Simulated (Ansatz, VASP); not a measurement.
## CdSe in VASP and in Ansatz

```
CELL_PARAMETERS angstrom
0.00000 3.01000 3.01000
3.01000 0.00000 3.01000
3.01000 3.01000 0.00000
ATOMIC_POSITIONS crystal
Cd 0.00000 0.00000 0.00000
Se 0.25000 0.25000 0.25000
```

Alike in both runs: task single point; functional PBE; k mesh 8 × 8 × 8; no spin polarisation.

```csv
,VASP,Ansatz
version,VASP 6.6.1,Ansatz 0.2.0
potentials or method,"VASP PAW PBE potentials, release 64 (Cd, Se)","scalar-relativistic, plane waves, PAW"
plane-wave cutoff (eV),500,420
occupations,"gaussian, width 0.01 eV",fixed
valence electrons in the cell,18,36
```

```tsv
	VASP	Ansatz	Ansatz less VASP
gap on the k mesh at the Fermi level (eV)	0.67	0.67	-0.001
least direct gap on the mesh (eV)	0.67	0.67	-0.001
```

VASP's potentials hold 18 valence electrons a cell and Ansatz's 36, so a difference there can come from the potentials and not from the codes.
